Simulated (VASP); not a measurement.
# W (Fmmm) in VASP: notebook, part 2 of 2

VASP 6.6.1.

### Step 4. Single point, LDA (strain -0.0300 x Voigt [0, 0, 0, 0, 1, 0])

The input, INCAR:

```
  ALGO = Fast
  EDIFF = 1E-7
  ENCUT = 520
  GGA = CA
  ISIF = 2
  ISMEAR = 0
  LASPH = True
  LCHARG = False
  LREAL = False
  LWAVE = False
  NBANDS = 13
  NELM = 100
  PREC = Accurate
  SIGMA = 0.15
```

The input, KPOINTS:

```
k-points
0
Gamma
  20 20 20
```

The input, POSCAR:

```
W
1.0
   -1.6212595000      1.5973000000      1.6212595000
    1.5733405000     -1.5973000000      1.5733405000
    1.6212595000      1.5973000000     -1.6212595000
W
1
Direct
    0.0000000000      0.0000000000      0.0000000000
```

Potentials or basis: VASP PAW LDA potentials, release 64 (W_sv).

Run with:

```console
$ cat potpaw_LDA.64/W_sv/POTCAR > POTCAR
$ mpirun -np 1 vasp_std > vasp.out
```

OUTCAR:

```text
EDIFF = 1E-7
   ENCUT = 520
   GGA = CA
   ISIF = 2
   ISMEAR = 0
   LASPH = True
   LREAL = False
   NELM = 100
   PREC = Accurate

 ion  position               nearest neighbor table
   1  0.000  0.000  0.000-

  LATTYP: Found a face centered orthorhombic cell.
 ALAT       =     3.1946000000
 B/A-ratio  =     1.3930003589
 C/A-ratio  =     1.4354267658

  Lattice vectors:

 A1 = (   3.1946000000,   0.0000000000,  -0.0479190000)
 A2 = (   1.6212595000,   1.5973000000,  -1.6212595000)
 A3 = (   1.5733405000,   1.5973000000,   1.5733405000)

Analysis of symmetry for initial positions (statically):
=====================================================================
 Subroutine PRICEL returns:
 Original cell was already a primitive cell.

 Routine SETGRP: Setting up the symmetry group for a
 face centered orthorhombic supercell.

 Subroutine GETGRP returns: Found  8 space group operations
 (whereof  8 operations were pure point group operations)
 out of a pool of  8 trial point group operations.

The static configuration has the point symmetry D_2h.

Analysis of symmetry for dynamics (positions and initial velocities):
=====================================================================
 Subroutine PRICEL returns:
 Original cell was already a primitive cell.

 Routine SETGRP: Setting up the symmetry group for a
 face centered orthorhombic supercell.

 Subroutine GETGRP returns: Found  8 space group operations
 (whereof  8 operations were pure point group operations)
 out of a pool of  8 trial point group operations.

The dynamic configuration has the point symmetry D_2h.

 Subroutine INISYM returns: Found  8 space group operations
 (whereof  8 operations are pure point group operations),
 and found     1 'primitive' translations

----------------------------------------------------------------------------------------

                                     Primitive cell

  volume of cell :      16.2975

  direct lattice vectors                    reciprocal lattice vectors
    -1.621259500  1.597300000  1.621259500     0.004696480  0.313028235  0.313098682
     1.573340500 -1.597300000  1.573340500     0.317795163  0.000000000  0.317795163
     1.621259500  1.597300000 -1.621259500     0.313098682  0.313028235  0.004696480

  length of vectors
     2.794339282  2.739008570  2.794339282     0.442763501  0.449430229  0.442763501

  position of ions in fractional coordinates (direct lattice)
     0.000000000  0.000000000  0.000000000

  ion indices of the primitive-cell ions
   primitive index   ion index
                 1           1

----------------------------------------------------------------------------------------

 KPOINTS: k-points

Automatic generation of k-mesh.
 Grid dimensions read from file:
 generate k-points for:   20   20   20

 Generating k-lattice:

  Cartesian coordinates                     Fractional coordinates (reciprocal lattice)
     0.000234824  0.015651412  0.015654934     0.050000000  0.000000000  0.000000000
     0.015889758  0.000000000  0.015889758     0.000000000  0.050000000  0.000000000
     0.015654934  0.015651412  0.000234824     0.000000000  0.000000000  0.050000000

  Length of vectors
     0.022138175  0.022471511  0.022138175

  Shift w.r.t. Gamma in fractional coordinates (k-lattice)
     0.000000000  0.000000000  0.000000000

 Subroutine IBZKPT returns following result:
 ===========================================

 Found   1166 irreducible k-points:

 Following reciprocal coordinates:
            Coordinates               Weight
  0.000000  0.000000  0.000000      1.000000
  0.050000  0.000000  0.000000      8.000000
  0.100000  0.000000  0.000000      8.000000
  0.150000 -0.000000  0.000000      8.000000
  0.200000  0.000000  0.000000      8.000000
  0.250000 -0.000000  0.000000      8.000000
[... 16 lines left out ...]
 -0.450000  0.050000 -0.000000      8.000000
 -0.400000  0.050000 -0.000000      8.000000
 [... further k-points ...]
   k-points           NKPTS =   1166   k-points in BZ     NKDIM =   1166   number of bands    NBANDS=     13
   number of dos      NEDOS =    301   number of ions     NIONS =      1
   total plane-waves  NPLWV =  11520
   dimension x,y,z NGX =    24 NGY =   20 NGZ =   24
   dimension x,y,z NGXF=    48 NGYF=   40 NGZF=   48
   ions per type =               1
   NGX,Y,Z   is equivalent  to a cutoff of  14.28, 12.14, 14.28 a.u.
   NGXF,Y,Z  is equivalent  to a cutoff of  28.56, 24.28, 28.56 a.u.
 SYSTEM =  unknown system
   PREC   = accura    normal or accurate (medium, high low for compatibility)
   ISTART =      0    job   : 0-new  1-cont  2-samecut
   ICHARG =      2    charge: 1-file 2-atom 10-const
   ISPIN  =      1    spin polarized calculation?
   LNONCOLLINEAR =      F non collinear calculations
   LSORBIT =      F    spin-orbit coupling
   LASPH  =      T    aspherical Exc in radial PAW
   ENCUT  =  520.0 eV  38.22 Ry    6.18 a.u.   5.20  5.09  5.20*2*pi/ulx,y,z
   NELM   =    100;   NELMIN=  2; NELMDL= -5     # of ELM steps
   EDIFF  = 0.1E-06   stopping-criterion for ELM
   LREAL  =      F    real-space projection
   EDIFFG = 0.1E-05   stopping-criterion for IOM
   NSW    =      0    number of steps for IOM
   IBRION =     -1    ionic relax: 0-MD 1-quasi-New 2-CG
   NFREE  =      0    steps in history (QN), initial steepest desc. (CG)
   ISIF   =      2    stress and relaxation
   ISYM   =      2    0-nonsym 1-usesym 2-fastsym
   POTIM  = 0.5000    time-step for ionic-motion
   TEBEG  =    0.0;   TEEND  =   0.0 temperature during run
   PSTRESS=    0.0 pullay stress
   NELECT =      14.0000    total number of electrons
   NUPDOWN=      -1.0000    fix difference up-down
   EMIN   =  10.00;   EMAX   =-10.00  energy-range for DOS
   EFERMI =   0.00;   METHOD = LEGACY
   ISMEAR =     0;   SIGMA  =   0.15  broadening in eV -4-tet -1-fermi 0-gaus
   EFERMI_NEDOS =   21; number of points for ismear=-14 and -15
   IALGO  =     68    algorithm
   IMIX   =      4    mixing-type and parameters
     AMIX     =   0.40;   BMIX     =  1.00
     AMIX_MAG =   1.60;   BMIX_MAG =  1.00
  volume/ion in A,a.u.               =      16.30       109.98
  Fermi-wavevector in a.u.,A,eV,Ry     =   1.556241  2.940870 32.951772  2.421887
  Thomas-Fermi vector in A             =   2.660066
   LORBIT       =      0    0 simple, 1 ext, 2 COOP (PROOUT), +10 PAW based schemes
   GGA     = CA    functional components
   LHFCALC =     F    Hartree Fock is set to
   AEXX    =    0.0000 exact exchange contribution
   IVDW    =     0    specifies the selected vdW correction
   LEPSILON=     F    determine dielectric tensor
   LRPA    =     F    only Hartree local field effects (RPA)
 non-spin polarized calculation
 RMM-DIIS sequential band-by-band and
 Gauss-broadening in eV      SIGMA  =   0.15
  energy-cutoff  :      520.00
  volume of cell :       16.30
 maximum number of plane-waves:       454
 NGX is ok and might be reduce to    24
   NGX = 11   NGY = 11   NGZ = 11

 number of electron      14.0000002 magnetization

 Free energy of the ion-electron system (eV)
  ---------------------------------------------------
  ext. energy  EPLUGINS =         0.00000000
  ---------------------------------------------------
  free energy    TOTEN  =       -14.06546272 eV

  energy without entropy =      -14.06116534  energy(sigma->0) =      -14.06331403

 E-fermi :  10.9508     XC(G=0): -13.6744

 val. band max:       10.9399431240   @ k =  -0.3000   0.3500   0.2000
 cond. band min:      10.9544313466   @ k =  -0.2000   0.5000   0.2000
 fundamental gap:      0.0144882226
 Fermi energy:        10.9508389617

 k-point     1 :       0.0000    0.0000    0.0000
  band No.  band energies     occupation
      1     -62.8729      2.00000
      2     -26.7644      2.00000
      3     -26.7170      2.00000
      4     -26.6752      2.00000
      5       1.5225      2.00000
      6       9.4424      2.00000
      7       9.6692      2.00000
      8       9.9522      2.00000
      9      13.0364      0.00000
     10      13.0679      0.00000
     11      25.1643      0.00000
     12      25.4365      0.00000
     13      25.7037      0.00000
[... 353 lines left out ...]
 k-point    24 :      -0.4000    0.0500   -0.0000
  band No.  band energies     occupation
      1     -62.7676      2.00000
      2     -27.7401      2.00000
      3     -27.0655      2.00000
      4     -26.7355      2.00000
      5       4.9108      2.00000
      6       7.7466      2.00000
      7       9.9418      2.00000
      8      12.8632      0.00000
      9      13.6743      0.00000
     10      15.2107      0.00000
     11      23.2837      0.00000
     12      23.7591      0.00000
     13      29.6120      0.00000

 [... further k-points ...]

------------------------ aborting loop because EDIFF is reached ----------------------------------------

  FORCE on cell =-STRESS in cart. coord.  units (eV):
  Direction    XX          YY          ZZ          XY          YZ          ZX
  --------------------------------------------------------------------------------------
  -------------------------------------------------------------------------------------
  Total       -1.5359805     -1.5145327     -1.5359805      0.0000000     -0.0000000      0.3956717
  in kB     -150.9991664   -148.8906746   -150.9991664      0.0000000     -0.0000000     38.8976956
  external PRESSURE =    -150.2963358 kB  Pullay stress =       0.0000000 kB

 VOLUME and BASIS-vectors are now :
 -----------------------------------------------------------------------------
  energy-cutoff  :      520.00
  volume of cell :       16.30
      direct lattice vectors                 reciprocal lattice vectors
    -1.621259500  1.597300000  1.621259500     0.004696480  0.313028235  0.313098682
     1.573340500 -1.597300000  1.573340500     0.317795163  0.000000000  0.317795163
     1.621259500  1.597300000 -1.621259500     0.313098682  0.313028235  0.004696480

 POSITION                                       TOTAL-FORCE (eV/Angst)
 -----------------------------------------------------------------------------------
      0.00000      0.00000      0.00000        -0.000000      0.000000      0.000000
 -----------------------------------------------------------------------------------
    total drift:                                0.000000     -0.000000      0.000000

  FREE ENERGIE OF THE ION-ELECTRON SYSTEM (eV)
  ---------------------------------------------------
  free  energy   TOTEN  =       -14.0654627171 eV

  energy  without entropy=      -14.0611653435  energy(sigma->0) =      -14.06331403
```

OSZICAR:

```text
N       E                     dE             d eps       ncg     rms          rms(c)
DAV:   1     0.838654572803E+02    0.83865E+02   -0.74827E+03 30456   0.122E+03
DAV:   2    -0.131279044598E+02   -0.96993E+02   -0.93233E+02 34221   0.317E+02
DAV:   3    -0.147707604062E+02   -0.16429E+01   -0.16379E+01 33126   0.399E+01
DAV:   4    -0.147774985824E+02   -0.67382E-02   -0.67380E-02 33711   0.284E+00
DAV:   5    -0.147775566311E+02   -0.58049E-04   -0.58048E-04 33676   0.248E-01    0.201E+01
RMM:   6    -0.142107608006E+02    0.56680E+00   -0.44474E-01 32968   0.592E+00    0.803E+00
RMM:   7    -0.140700666269E+02    0.14069E+00   -0.28975E-01 33152   0.472E+00    0.842E-01
RMM:   8    -0.140656173845E+02    0.44492E-02   -0.10854E-02 37600   0.114E+00    0.218E-01
RMM:   9    -0.140654620750E+02    0.15531E-03   -0.16757E-03 36577   0.480E-01    0.211E-02
RMM:  10    -0.140654667825E+02   -0.47075E-05   -0.22618E-04 38997   0.185E-01    0.131E-02
RMM:  11    -0.140654616717E+02    0.51108E-05   -0.49805E-05 37905   0.826E-02    0.446E-03
RMM:  12    -0.140654626030E+02   -0.93130E-06   -0.10229E-05 39572   0.386E-02    0.194E-03
RMM:  13    -0.140654626926E+02   -0.89554E-07   -0.12325E-06 34885   0.134E-02    0.114E-03
RMM:  14    -0.140654627171E+02   -0.24558E-07   -0.35757E-07 28908   0.675E-03
   1 F= -.14065463E+02 E0= -.14063314E+02  d E =-.429737E-02
```

Wall time 5 min (1 thread of Intel Xeon 8259CL, shared host); peak memory 0.33 GiB.

What came out:

```
Free energy            : -14.0655 eV
Pressure               : -15.0 GPa
Band gap on the k mesh : zero (bands 7 and 8 overlap by 5.66 eV)
```

Levels at points of the mesh, in eV from the Fermi level:
```csv
k point,band 5,band 6,band 7,band 8,band 9,band 10
"(0.00, 0.00, 0.00)",-9.43,-1.51,-1.28,-1.00,2.09,2.12
"(0.50, 0.00, 0.00)",-6.11,-3.50,0.71,1.98,2.89,5.82
"(0.00, 0.50, 0.00)",-6.09,-3.42,0.95,1.79,2.65,6.06
"(0.50, 0.00, 0.50)",-6.15,-3.57,0.47,2.17,3.13,5.65
"(0.50, 0.50, 0.50)",-5.67,-5.66,4.58,4.89,5.24,7.94
```

Caveat: the cell differs from its parent crystal (strain -0.0300 x Voigt [0, 0, 0, 0, 1, 0]); the cell stands under tension; spin-orbit coupling is left out, which moves the levels of the heavy elements.

### Step 5. Summary

| cell | further INCAR settings | gap on the mesh (eV) | pressure (GPa) |
| --- | --- | --- | --- |
| a = 2.822, b = 2.712 Å, angles 109.5, 111.1, 109.5°, 1 atom | ALGO = Fast; EDIFF = 1e-06; NBANDS = 13 | none | -14.3 |
| a = 2.725, b = 2.808 Å, angles 109.5, 108.2, 109.5°, 1 atom | ALGO = Fast; EDIFF = 1e-06; NBANDS = 13 | none | -14.7 |
| a = 2.794, b = 2.739 Å, angles 109.5, 110.3, 109.5°, 1 atom | ALGO = Fast; EDIFF = 1e-07; NBANDS = 13 | none | -15.0 |

Alike in all rows: task single point; level LDA; potentials or basis VASP PAW LDA potentials, release 64 (W_sv); no spin polarisation; k mesh 20 × 20 × 20; cutoff (eV) 520; smearing gaussian 0.15 eV.

Caveats: the cell stands under tension; spin-orbit coupling is left out, which moves the levels of the heavy elements.

Total energies depend on the potentials used, so only differences within one code and one set of settings carry meaning.

The gap in the log of VASP goes by the Fermi energy; the results here count the filled bands.